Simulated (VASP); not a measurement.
The system is Hf.

```
CELL_PARAMETERS angstrom
-1.77529 1.77529 1.77529
1.77529 -1.77529 1.77529
1.77529 1.77529 -1.77529
ATOMIC_POSITIONS crystal
Hf 0.00000 0.00000 0.00000
```

- Program: VASP 6.6.1
- Task: relaxation of cell and atoms
- Functional: RPBE
- Potentials or basis: VASP PAW PBE potentials, release 64 (Hf_pv)
- Cutoff: 600 eV
- k mesh: 12 × 12 × 12
- Occupations: fermi-dirac, width 0.1 eV
- Spin: no spin polarisation

At the start: pressure 2.3 GPa; volume 22.38 Å³/atom.

Q: How do energy, volume and symmetry change on relaxing?

A: Over 3 steps the energy falls by 3.8 meV/atom and the volume is 22.92 Å³/atom (+2.4 %); space group Im-3m (No. 229, to 0.05 Å).

Step by step:
| step | energy change (eV) | largest force (eV/Å) | pressure (GPa) | volume (Å³) |
| --- | --- | --- | --- | --- |
| 1 | 0.0000 | 0.0000 | 2.33 | 22.38 |
| 2 | -0.0003 | 0.0000 | -2.11 | 23.45 |
| 3 | -0.0038 | 0.0000 | 0.01 | 22.92 |

Final structure:
```
Hf
1.0
    -1.78945    1.78945    1.78945
     1.78945   -1.78945    1.78945
     1.78945    1.78945   -1.78945
Hf
1
Cartesian
  0.0000 0.0000 0.0000
```

Caveat: the PAW data sets were made with another functional, which shifts forces and pressure a little.
